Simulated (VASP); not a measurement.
# HfO2 (Fm-3m) in VASP: further runs, part 2 of 2

VASP 6.6.1. The steps go on from the part before.

**4. Single point, PBE+U**

This run uses another cell than the first one, of 11.47 Å³/atom.

File INCAR:

```
PREC = Accurate
ENCUT = 520
EDIFF = 1E-6
ISMEAR = -1
SIGMA = 0.05
LREAL = False
LASPH = True
NELM = 150
ALGO = Normal
ISIF = 2
LWAVE = False
LCHARG = False
LMAXMIX = 4
LDAU = True
LDAUTYPE = 2
LDAUL = 2 -1
LDAUU = 6 0
LDAUJ = 0 0
LDAUPRINT = 1
GGA = PE
NBANDS = 18
```

File KPOINTS:

```
Automatic mesh
0
Gamma
  9 9 9
```

File POSCAR:

```
HfO2
1.0
    0.0000000000      2.5815088672      2.5815088672
    2.5815088672      0.0000000000      2.5815088672
    2.5815088672      2.5815088672      0.0000000000
Hf O
1 2
Direct
    0.0000000000      0.0000000000      0.0000000000
    0.7500000000      0.7500000000      0.7500000000
    0.2500000000      0.2500000000      0.2500000000
```

Potentials or basis: VASP PAW PBE potentials, release 64 (Hf_pv, O).

Started as:

```console
$ cat potpaw_PBE.64/Hf_pv/POTCAR potpaw_PBE.64/O/POTCAR > POTCAR
$ mpirun -np 1 vasp_std > vasp.out
```

OUTCAR:

```text
PREC = Accurate
   ENCUT = 520
   EDIFF = 1E-6
   ISMEAR = -1
   LREAL = False
   LASPH = True
   NELM = 150
   ISIF = 2
   GGA = PE

 ion  position               nearest neighbor table
   1  0.000  0.000  0.000-   2 2.24   2 2.24   2 2.24   2 2.24   3 2.24   3 2.24   3 2.24   3 2.24

   2  0.750  0.750  0.750-   1 2.24   1 2.24   1 2.24   1 2.24
   3  0.250  0.250  0.250-   1 2.24   1 2.24   1 2.24   1 2.24

  LATTYP: Found a face centered cubic cell.
 ALAT       =     5.1630177344

  Lattice vectors:

 A1 = (   0.0000000000,   2.5815088672,   2.5815088672)
 A2 = (   2.5815088672,   0.0000000000,   2.5815088672)
 A3 = (   2.5815088672,   2.5815088672,   0.0000000000)

Analysis of symmetry for initial positions (statically):
=====================================================================
 Subroutine PRICEL returns:
 Original cell was already a primitive cell.

 Routine SETGRP: Setting up the symmetry group for a
 face centered cubic supercell.

 Subroutine GETGRP returns: Found 48 space group operations
 (whereof 48 operations were pure point group operations)
 out of a pool of 48 trial point group operations.

The static configuration has the point symmetry O_h .

Analysis of symmetry for dynamics (positions and initial velocities):
=====================================================================
 Subroutine PRICEL returns:
 Original cell was already a primitive cell.

 Routine SETGRP: Setting up the symmetry group for a
 face centered cubic supercell.

[... 172 lines left out ...]
  o =  0.0446  v =  0.0000 -0.0000  0.9996 -0.0000 -0.0270  0.0000  0.0000  0.0000  0.0000  0.0000      0.0000  0.0000  0.0000  0.0000  0.0000  0.0000  0.0000  0.0000  0.0000  0.0000
  o =  0.1535  v =  0.0000  0.0171  0.0000 -0.9999 -0.0000  0.0000  0.0000  0.0000  0.0000  0.0000      0.0000  0.0000  0.0000  0.0000  0.0000  0.0000  0.0000  0.0000  0.0000  0.0000
  o =  0.1535  v =  0.0000  0.0000  0.0000  0.0000  0.0000  0.0000  0.0171  0.0000 -0.9999 -0.0000      0.0000  0.0000  0.0000  0.0000  0.0000  0.0000  0.0000  0.0000  0.0000  0.0000
  o =  0.1535  v =  0.0000  0.0000  0.0000  0.0000  0.0000  0.0000  0.9999  0.0000  0.0171 -0.0000      0.0000  0.0000  0.0000  0.0000  0.0000  0.0000  0.0000  0.0000  0.0000  0.0000
  o =  0.1535  v =  0.0000  0.9999  0.0000  0.0171 -0.0000  0.0000  0.0000  0.0000  0.0000  0.0000      0.0000  0.0000  0.0000  0.0000  0.0000  0.0000  0.0000  0.0000  0.0000  0.0000
  o =  0.1535  v =  1.0000  0.0000  0.0000  0.0000  0.0000  0.0000  0.0000  0.0000  0.0000  0.0000      0.0000  0.0000  0.0000  0.0000  0.0000  0.0000  0.0000  0.0000  0.0000  0.0000
  o =  0.1535  v =  0.0000  0.0000  0.0000  0.0000  0.0000  1.0000  0.0000  0.0000  0.0000  0.0000      0.0000  0.0000  0.0000  0.0000  0.0000  0.0000  0.0000  0.0000  0.0000  0.0000

 number of electron      21.9999996 magnetization

 Free energy of the ion-electron system (eV)
  ---------------------------------------------------
  ext. energy  EPLUGINS =         0.00000000
  ---------------------------------------------------
  free energy    TOTEN  =       -27.09313514 eV

  energy without entropy =      -27.09313514  energy(sigma->0) =      -27.09313514

 E-fermi :   5.2318     XC(G=0): -11.5543

 val. band max:        4.1890286848   @ k =  -0.4444   0.4444   0.0000
 cond. band min:       8.6964640282   @ k =   0.4444   0.4444   0.0000
 fundamental gap:      4.5074353434
 Fermi energy:         5.2318354523

 k-point     1 :       0.0000    0.0000    0.0000
  band No.  band energies     occupation
      1     -26.7304      2.00000
      2     -26.7304      2.00000
      3     -26.7304      2.00000
      4     -14.2463      2.00000
      5     -11.3937      2.00000
      6      -0.4812      2.00000
[... 481 lines left out ...]
      5     -12.4075      2.00000
      6      -1.7592      2.00000
[... 10 lines left out ...]
     17      15.4524      0.00000
     18      16.1812      0.00000

 [... further k-points ...]

------------------------ aborting loop because EDIFF is reached ----------------------------------------

  FORCE on cell =-STRESS in cart. coord.  units (eV):
  Direction    XX          YY          ZZ          XY          YZ          ZX
  --------------------------------------------------------------------------------------
  -------------------------------------------------------------------------------------
  Total        0.6295366      0.6295366      0.6295366      0.0000000     -0.0000000      0.0000000
  in kB       29.3143808     29.3143808     29.3143808      0.0000000     -0.0000000      0.0000000
  external PRESSURE =      29.3143808 kB  Pullay stress =       0.0000000 kB

 VOLUME and BASIS-vectors are now :
 -----------------------------------------------------------------------------
  energy-cutoff  :      520.00
  volume of cell :       34.41
      direct lattice vectors                 reciprocal lattice vectors
     0.000000000  2.581508867  2.581508867    -0.193685176  0.193685176  0.193685176
     2.581508867  0.000000000  2.581508867     0.193685176 -0.193685176  0.193685176
     2.581508867  2.581508867  0.000000000     0.193685176  0.193685176 -0.193685176

 POSITION                                       TOTAL-FORCE (eV/Angst)
 -----------------------------------------------------------------------------------
      0.00000      0.00000      0.00000         0.000000      0.000000      0.000000
      3.87226      3.87226      3.87226        -0.000000     -0.000000     -0.000000
      1.29075      1.29075      1.29075         0.000000      0.000000      0.000000
 -----------------------------------------------------------------------------------
    total drift:                                0.000000      0.000000      0.000000

  FREE ENERGIE OF THE ION-ELECTRON SYSTEM (eV)
  ---------------------------------------------------
  free  energy   TOTEN  =       -27.0931351362 eV

  energy  without entropy=      -27.0931351362  energy(sigma->0) =      -27.09313514
```

OSZICAR:

```text
N       E                     dE             d eps       ncg     rms          rms(c)
DAV:   1     0.961823156286E+02    0.96182E+02   -0.12573E+04  1260   0.120E+03
DAV:   2    -0.295494347328E+02   -0.12573E+03   -0.12185E+03  1560   0.286E+02
DAV:   3    -0.338146313967E+02   -0.42652E+01   -0.42497E+01  1506   0.473E+01
DAV:   4    -0.338402177455E+02   -0.25586E-01   -0.25579E-01  1598   0.401E+00
DAV:   5    -0.338403730664E+02   -0.15532E-03   -0.15532E-03  1478   0.295E-01    0.430E+01
DAV:   6    -0.272961311999E+02    0.65442E+01   -0.21916E+01  1286   0.334E+01    0.403E+01
DAV:   7    -0.271550752050E+02    0.14106E+00   -0.75113E-01  1572   0.690E+00    0.308E+01
DAV:   8    -0.271399021181E+02    0.15173E-01   -0.62274E-01  1444   0.697E+00    0.128E+01
DAV:   9    -0.270926394805E+02    0.47263E-01   -0.15143E-01  1458   0.326E+00    0.304E+00
DAV:  10    -0.270930727258E+02   -0.43325E-03   -0.54818E-03  1520   0.566E-01    0.114E-01
DAV:  11    -0.270931286833E+02   -0.55957E-04   -0.24147E-04  1550   0.132E-01    0.286E-01
DAV:  12    -0.270931346754E+02   -0.59920E-05   -0.63839E-05  1434   0.529E-02    0.639E-02
DAV:  13    -0.270931351362E+02   -0.46087E-06   -0.38531E-06  1498   0.145E-02
   1 F= -.27093135E+02 E0= -.27093135E+02  d E =-.364279E-10
```

Wall time 34 s (1 thread of Intel Xeon 8259CL, shared host); peak memory 0.17 GiB.

Results:

```
Free energy            : -27.0931 eV
Pressure               : 2.9 GPa
Band gap on the k mesh : 4.51 eV (least direct gap 4.63 eV)
```

Eigenvalues of the final occupation matrices:
```
    site  spin  trace               eigenvalues
site 1 d     1   0.55  0.04 0.04 0.15 0.15 0.15
site 1 d     2   0.55  0.04 0.04 0.15 0.15 0.15
```

Caveat: spin-orbit coupling is left out, which moves the levels of the heavy elements; an odd mesh through Γ misses points on the zone boundary, where band edges can lie.

**5. Summary**

| U | cell | gap on the mesh (eV) | pressure (GPa) |
| --- | --- | --- | --- |
| Hf d U = 4.0 eV | a = 3.634 Å, angles 60.0°, 3 atoms | 4.30 | 1.1 |
| Hf d U = 5.0 eV | a = 3.642 Å, angles 60.0°, 3 atoms | 4.41 | 2.1 |
| Hf d U = 6.0 eV | a = 3.651 Å, angles 60.0°, 3 atoms | 4.51 | 2.9 |

Alike in all rows: task single point; level PBE+U; potentials or basis VASP PAW PBE potentials, release 64 (Hf_pv, O); no spin polarisation; k mesh 9 × 9 × 9; cutoff (eV) 520; smearing fermi-dirac 0.05 eV.

Caveats: spin-orbit coupling is left out, which moves the levels of the heavy elements; an odd mesh through Γ misses points on the zone boundary, where band edges can lie.

Absolute energies hang on the potentials; compare differences alone.
